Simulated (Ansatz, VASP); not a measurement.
## CaPb3 in VASP and in Ansatz

INCAR

```
SYSTEM = CaPb3
PREC = Accurate
ENCUT = 520
EDIFF = 1E-7
ISMEAR = 1
SIGMA = 0.1
LREAL = .FALSE.
LASPH = .TRUE.
NELM = 60
ALGO = Normal
ISIF = 2
LWAVE = .FALSE.
LCHARG = .FALSE.
GGA = CA
NBANDS = 34
```

File KPOINTS:

```
regular mesh
0
G
  5 5 5
  0 0 0
```

POSCAR

```
CaPb3
1.0
    4.8910000000      0.0000000000      0.0000000000
    0.0000000000      4.8910000000      0.0000000000
    0.0000000000      0.0000000000      4.8910000000
Ca Pb
1 3
Direct
    0.0000000000      0.0000000000      0.0000000000
    0.0000000000      0.5000000000      0.5000000000
    0.5000000000      0.0000000000      0.5000000000
    0.5000000000      0.5000000000      0.0000000000
```

Input for Ansatz:

```yaml
crystal:
  lattice:
    - [4.891, 0.0, 0.0]
    - [0.0, 4.891, 0.0]
    - [0.0, 0.0, 4.891]
  atoms:
    - { symbol: Ca, position: [0.0, 0.0, 0.0] }
    - { symbol: Pb, position: [0.0, 0.5, 0.5] }
    - { symbol: Pb, position: [0.5, 0.0, 0.5] }
    - { symbol: Pb, position: [0.5, 0.5, 0.0] }
basis:
  ecutwfc: 462.593566181796
kpoints:
  mp_grid:
    grid: [5, 5, 5]
hamiltonian:
  xc: lda
scf:
  occupations:
    method: cold
    width: 0.1
output:
  stress: true
```

Alike in both runs: task single point; functional LDA; k mesh 5 × 5 × 5; no spin polarisation.

|  | VASP | Ansatz |
| --- | --- | --- |
| version | VASP 6.6.1 | Ansatz 0.2.0 |
| potentials or method | VASP PAW LDA potentials, release 64 (Ca_sv, Pb_d), cutoff 520 eV | plane waves, PAW |
| occupations | methfessel-paxton of order 1, width 0.1 eV | cold, width 0.1 eV |
| valence electrons in the cell | 52 | 52 |

|  | VASP | Ansatz | Ansatz less VASP |
| --- | --- | --- | --- |
| pressure (GPa) | -2.1 | -2.2 | -0.08 |

LDA's correlation is that of Perdew and Zunger in VASP and of Perdew and Wang (1992) in Ansatz.

Spin-orbit coupling is off throughout.
